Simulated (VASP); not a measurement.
# SrB2 (F-43m) in VASP: notebook

The runs below take SrB2 through single point, relaxation of cell and atoms, with PBE.

Everything below comes from runs of VASP 6.6.1. Logs are shortened: lines on timing, memory, paths and dates and some standing lists are left out, and cuts for length are marked.

## 1. The cell of the first run

The structure is cubic, space group F-43m (No. 216). The conventional cell has a = 5.801 Å, b = 5.801 Å, c = 5.801 Å, α = 90.00°, β = 90.00°, γ = 90.00°. Sr (site symmetry -43m) has 10 B at 2.51 to 2.90 Å within 3.3 Å. B (site symmetry -43m) has 4 B at 2.51 Å and 6 Sr at 2.90 Å within 3.3 Å. Within 3.3 Å of B (site symmetry -43m) lie 4 Sr at 2.51 Å and 4 B at 2.51 Å.

## 2. Single point, PBE

INCAR

```
PREC     = Accurate       # precision mode
ENCUT    = 520            # plane-wave cutoff, eV
EDIFF    = 1E-6           # SCF threshold, eV
ISMEAR   = 0              # smearing method
SIGMA    = 0.1            # smearing width, eV
LREAL    = False          # projectors in reciprocal space
LASPH    = True           # aspherical terms in the spheres
NELM     = 60             # most SCF steps
ALGO     = Normal         # electronic algorithm
ISIF     = 2              # what is computed and relaxed
LWAVE    = False          # write WAVECAR
LCHARG   = False          # write CHGCAR
GGA      = PE             # functional
NBANDS   = 15             # bands
```

KPOINTS

```
regular mesh
0
Gamma
  6 6 6
```

POSCAR

```
SrB2
1.0
    0.0000000000      2.9005399813      2.9005399813
    2.9005399813      0.0000000000      2.9005399813
    2.9005399813      2.9005399813      0.0000000000
Sr B
1 2
Direct
    0.7500000000      0.7500000000      0.7500000000
    0.2500000000      0.2500000000      0.2500000000
    0.5000000000      0.5000000000      0.5000000000
```

Potentials or basis: VASP PAW PBE potentials, release 64 (Sr_sv, B).

Run with:

```sh
$ cat potpaw_PBE.64/Sr_sv/POTCAR potpaw_PBE.64/B/POTCAR > POTCAR
$ mpirun -np 1 vasp_std > vasp.out
```

OUTCAR:

```text
PREC = Accurate
   ENCUT = 520
   EDIFF = 1E-6
   ISMEAR = 0
   LREAL = False
   LASPH = True
   NELM = 60
   ISIF = 2
   GGA = PE

 ion  position               nearest neighbor table
   1  0.750  0.750  0.750-   3 2.51   3 2.51   3 2.51   3 2.51   2 2.90   2 2.90   2 2.90   2 2.90
                             2 2.90   2 2.90
   2  0.250  0.250  0.250-   1 2.90   1 2.90   1 2.90   1 2.90   1 2.90   1 2.90
   3  0.500  0.500  0.500-   1 2.51   1 2.51   1 2.51   1 2.51

  LATTYP: Found a face centered cubic cell.
 ALAT       =     5.8010799626

  Lattice vectors:

 A1 = (   0.0000000000,   2.9005399813,   2.9005399813)
 A2 = (   2.9005399813,   0.0000000000,   2.9005399813)
 A3 = (   2.9005399813,   2.9005399813,   0.0000000000)

Analysis of symmetry for initial positions (statically):
=====================================================================
 Subroutine PRICEL returns:
 Original cell was already a primitive cell.

 Routine SETGRP: Setting up the symmetry group for a
 face centered cubic supercell.

 Subroutine GETGRP returns: Found 24 space group operations
 (whereof 24 operations were pure point group operations)
 out of a pool of 48 trial point group operations.

The static configuration has the point symmetry T_d .

Analysis of symmetry for dynamics (positions and initial velocities):
=====================================================================
 Subroutine PRICEL returns:
 Original cell was already a primitive cell.

 Routine SETGRP: Setting up the symmetry group for a
 face centered cubic supercell.

 Subroutine GETGRP returns: Found 24 space group operations
 (whereof 24 operations were pure point group operations)
 out of a pool of 48 trial point group operations.

The dynamic configuration has the point symmetry T_d .

 Subroutine INISYM returns: Found 24 space group operations
 (whereof 24 operations are pure point group operations),
 and found     1 'primitive' translations

----------------------------------------------------------------------------------------

                                     Primitive cell

  volume of cell :      48.8053

  direct lattice vectors                    reciprocal lattice vectors
     0.000000000  2.900539981  2.900539981    -0.172381696  0.172381696  0.172381696
     2.900539981  0.000000000  2.900539981     0.172381696 -0.172381696  0.172381696
     2.900539981  2.900539981  0.000000000     0.172381696  0.172381696 -0.172381696

  length of vectors
     4.101982980  4.101982980  4.101982980     0.298573855  0.298573855  0.298573855

  position of ions in fractional coordinates (direct lattice)
     0.750000000  0.750000000  0.750000000
     0.250000000  0.250000000  0.250000000
     0.500000000  0.500000000  0.500000000

  ion indices of the primitive-cell ions
   primitive index   ion index
                 1           1
                 2           2
                 3           3

----------------------------------------------------------------------------------------

 KPOINTS: regular mesh

Automatic generation of k-mesh.
 Grid dimensions read from file:
 generate k-points for:    6    6    6

 Generating k-lattice:

  Cartesian coordinates                     Fractional coordinates (reciprocal lattice)
    -0.028730283  0.028730283  0.028730283     0.166666667  0.000000000  0.000000000
     0.028730283 -0.028730283  0.028730283     0.000000000  0.166666667  0.000000000
     0.028730283  0.028730283 -0.028730283     0.000000000  0.000000000  0.166666667

  Length of vectors
     0.049762309  0.049762309  0.049762309

  Shift w.r.t. Gamma in fractional coordinates (k-lattice)
     0.000000000  0.000000000  0.000000000

 Subroutine IBZKPT returns following result:
 ===========================================

 Found     16 irreducible k-points:

 Following reciprocal coordinates:
            Coordinates               Weight
  0.000000  0.000000  0.000000      1.000000
  0.166667  0.000000  0.000000      8.000000
  0.333333  0.000000  0.000000      8.000000
  0.500000  0.000000  0.000000      4.000000
  0.166667  0.166667  0.000000      6.000000
  0.333333  0.166667  0.000000     24.000000
[... 8 lines left out ...]
 -0.333333  0.333333  0.166667     24.000000
 -0.333333  0.500000  0.166667     12.000000
   k-points           NKPTS =     16   k-points in BZ     NKDIM =     16   number of bands    NBANDS=     15
   number of dos      NEDOS =    301   number of ions     NIONS =      3
   total plane-waves  NPLWV =  32768
   dimension x,y,z NGX =    32 NGY =   32 NGZ =   32
   dimension x,y,z NGXF=    64 NGYF=   64 NGZF=   64
   ions per type =               1   2
   NGX,Y,Z   is equivalent  to a cutoff of  12.97, 12.97, 12.97 a.u.
   NGXF,Y,Z  is equivalent  to a cutoff of  25.94, 25.94, 25.94 a.u.
 SYSTEM =  unknown system
   PREC   = accura    normal or accurate (medium, high low for compatibility)
   ISTART =      0    job   : 0-new  1-cont  2-samecut
   ICHARG =      2    charge: 1-file 2-atom 10-const
   ISPIN  =      1    spin polarized calculation?
   LNONCOLLINEAR =      F non collinear calculations
   LSORBIT =      F    spin-orbit coupling
   LASPH  =      T    aspherical Exc in radial PAW
   ENCUT  =  520.0 eV  38.22 Ry    6.18 a.u.   7.63  7.63  7.63*2*pi/ulx,y,z
   NELM   =     60;   NELMIN=  2; NELMDL= -5     # of ELM steps
   EDIFF  = 0.1E-05   stopping-criterion for ELM
   LREAL  =      F    real-space projection
   EDIFFG = 0.1E-04   stopping-criterion for IOM
   NSW    =      0    number of steps for IOM
   IBRION =     -1    ionic relax: 0-MD 1-quasi-New 2-CG
   NFREE  =      0    steps in history (QN), initial steepest desc. (CG)
   ISIF   =      2    stress and relaxation
   ISYM   =      2    0-nonsym 1-usesym 2-fastsym
   POTIM  = 0.5000    time-step for ionic-motion
   TEBEG  =    0.0;   TEEND  =   0.0 temperature during run
   PSTRESS=    0.0 pullay stress
   NELECT =      16.0000    total number of electrons
   NUPDOWN=      -1.0000    fix difference up-down
   EMIN   =  10.00;   EMAX   =-10.00  energy-range for DOS
   EFERMI =   0.00;   METHOD = LEGACY
   ISMEAR =     0;   SIGMA  =   0.10  broadening in eV -4-tet -1-fermi 0-gaus
   EFERMI_NEDOS =   21; number of points for ismear=-14 and -15
   IALGO  =     38    algorithm
   IMIX   =      4    mixing-type and parameters
     AMIX     =   0.40;   BMIX     =  1.00
     AMIX_MAG =   1.60;   BMIX_MAG =  1.00
  volume/ion in A,a.u.               =      16.27       109.78
  Fermi-wavevector in a.u.,A,eV,Ry     =   1.128823  2.133167 17.337116  1.274242
  Thomas-Fermi vector in A             =   2.265515
   LORBIT       =      0    0 simple, 1 ext, 2 COOP (PROOUT), +10 PAW based schemes
   GGA     = PE    functional components
   LHFCALC =     F    Hartree Fock is set to
   AEXX    =    0.0000 exact exchange contribution
   IVDW    =     0    specifies the selected vdW correction
   LEPSILON=     F    determine dielectric tensor
   LRPA    =     F    only Hartree local field effects (RPA)
 non-spin polarized calculation
 Gauss-broadening in eV      SIGMA  =   0.10
  energy-cutoff  :      520.00
  volume of cell :       48.81
 maximum number of plane-waves:      1363
 NGX is ok and might be reduce to    32
   NGX = 15   NGY = 15   NGZ = 15

 number of electron      16.0000000 magnetization

 Free energy of the ion-electron system (eV)
  ---------------------------------------------------
  ext. energy  EPLUGINS =         0.00000000
  ---------------------------------------------------
  free energy    TOTEN  =       -11.48516777 eV

  energy without entropy =      -11.48516777  energy(sigma->0) =      -11.48516777

 E-fermi :   2.7550     XC(G=0):  -9.9632

 val. band max:        2.3479717870   @ k =   0.0000   0.0000   0.0000
 cond. band min:       3.1752428587   @ k =   0.3333   0.3333   0.0000
 fundamental gap:      0.8272710716
 Fermi energy:         2.7550211006

 k-point     1 :       0.0000    0.0000    0.0000
  band No.  band energies     occupation
      1     -30.5175      2.00000
      2     -12.6050      2.00000
      3     -12.6050      2.00000
      4     -12.6050      2.00000
      5      -5.5548      2.00000
      6       2.3480      2.00000
      7       2.3480      2.00000
      8       2.3480      2.00000
      9       3.2923      0.00000
     10       5.0530      0.00000
     11       5.0530      0.00000
     12       5.0530      0.00000
     13       7.9925      0.00000
     14       7.9925      0.00000
     15      10.3318      0.00000

 k-point     2 :       0.1667    0.0000    0.0000
  band No.  band energies     occupation
      1     -30.5080      2.00000
      2     -12.7774      2.00000
      3     -12.6211      2.00000
      4     -12.6211      2.00000
      5      -5.1037      2.00000
      6       0.8610      2.00000
      7       2.1809      2.00000
      8       2.1809      2.00000
      9       4.0156      0.00000
     10       5.0082      0.00000
     11       5.0082      0.00000
     12       5.9216      0.00000
     13       9.1031      0.00000
     14       9.1031      0.00000
     15      10.7989      0.00000

 k-point     3 :       0.3333    0.0000    0.0000
  band No.  band energies     occupation
      1     -30.4888      2.00000
      2     -13.0891      2.00000
      3     -12.6529      2.00000
      4     -12.6529      2.00000
      5      -4.0270      2.00000
      6      -0.7774      2.00000
      7       1.7448      2.00000
      8       1.7448      2.00000
      9       4.0640      0.00000
     10       5.6682      0.00000
     11       5.6682      0.00000
     12       8.0011      0.00000
     13       9.5903      0.00000
     14      10.8317      0.00000
     15      10.8317      0.00000

 k-point     4 :       0.5000    0.0000    0.0000
  band No.  band energies     occupation
      1     -30.4792      2.00000
      2     -13.2319      2.00000
      3     -12.6685      2.00000
      4     -12.6685      2.00000
      5      -3.1339      2.00000
      6      -1.7876      2.00000
      7       1.5239      2.00000
      8       1.5239      2.00000
      9       4.1791      0.00000
     10       6.3437      0.00000
     11       6.3437      0.00000
     12       8.1031      0.00000
     13       9.9192      0.00000
     14      10.4207      0.00000
     15      10.4207      0.00000
[... 163 lines left out ...]
 k-point    14 :       0.5000    0.3333    0.1667
  band No.  band energies     occupation
      1     -30.4761      2.00000
      2     -13.0741      2.00000
      3     -12.8325      2.00000
      4     -12.7248      2.00000
      5      -3.3848      2.00000
      6      -1.4054      2.00000
      7       1.1822      2.00000
      8       1.9318      2.00000
      9       4.5083      0.00000
     10       5.8761      0.00000
     11       6.8877      0.00000
     12       7.5948      0.00000
     13       9.3750      0.00000
     14      10.7304      0.00000
     15      11.9200      0.00000

 k-point    15 :      -0.3333    0.3333    0.1667
  band No.  band energies     occupation
      1     -30.4697      2.00000
      2     -13.0949      2.00000
      3     -12.8941      2.00000
      4     -12.7593      2.00000
      5      -2.7405      2.00000
      6      -1.9643      2.00000
      7       0.9260      2.00000
      8       1.8838      2.00000
      9       5.3244      0.00000
     10       5.6686      0.00000
     11       6.3801      0.00000
     12       7.7601      0.00000
     13      10.0547      0.00000
     14      11.5406      0.00000
     15      11.9507      0.00000

 k-point    16 :      -0.3333    0.5000    0.1667
  band No.  band energies     occupation
      1     -30.4666      2.00000
      2     -13.0913      2.00000
      3     -12.8836      2.00000
      4     -12.8226      2.00000
      5      -2.7860      2.00000
      6      -2.0362      2.00000
      7       1.2606      2.00000
      8       2.0366      2.00000
      9       4.4040      0.00000
     10       6.3552      0.00000
     11       6.6879      0.00000
     12       7.7173      0.00000
     13      10.8316      0.00000
     14      11.0829      0.00000
     15      11.2743      0.00000

------------------------ aborting loop because EDIFF is reached ----------------------------------------

  FORCE on cell =-STRESS in cart. coord.  units (eV):
  Direction    XX          YY          ZZ          XY          YZ          ZX
  --------------------------------------------------------------------------------------
  -------------------------------------------------------------------------------------
  Total        0.0673717      0.0673717      0.0673717      0.0000000      0.0000000     -0.0000000
  in kB        2.2116757      2.2116757      2.2116757      0.0000000      0.0000000     -0.0000000
  external PRESSURE =       2.2116757 kB  Pullay stress =       0.0000000 kB

 VOLUME and BASIS-vectors are now :
 -----------------------------------------------------------------------------
  energy-cutoff  :      520.00
  volume of cell :       48.81
      direct lattice vectors                 reciprocal lattice vectors
     0.000000000  2.900539981  2.900539981    -0.172381696  0.172381696  0.172381696
     2.900539981  0.000000000  2.900539981     0.172381696 -0.172381696  0.172381696
     2.900539981  2.900539981  0.000000000     0.172381696  0.172381696 -0.172381696

 POSITION                                       TOTAL-FORCE (eV/Angst)
 -----------------------------------------------------------------------------------
      4.35081      4.35081      4.35081         0.000000      0.000000      0.000000
      1.45027      1.45027      1.45027         0.000000      0.000000      0.000000
      2.90054      2.90054      2.90054        -0.000000     -0.000000     -0.000000
 -----------------------------------------------------------------------------------
    total drift:                                0.000000      0.000000      0.000000

  FREE ENERGIE OF THE ION-ELECTRON SYSTEM (eV)
  ---------------------------------------------------
  free  energy   TOTEN  =       -11.4851677695 eV

  energy  without entropy=      -11.4851677694  energy(sigma->0) =      -11.48516777
```

Wall time 7.6 s (1 thread of AMD EPYC 9R45 (Zen 5), shared host); peak memory 0.15 GiB.

What came out:

- Free energy: -11.4852 eV
- Pressure: 0.2 GPa
- Band gap on the k mesh: 0.83 eV, indirect (least direct gap 0.94 eV)

A k mesh can miss the band edges. PBE gaps usually lie below the measured ones, often by a third to a half.

(Continued in part 2 of 2.)
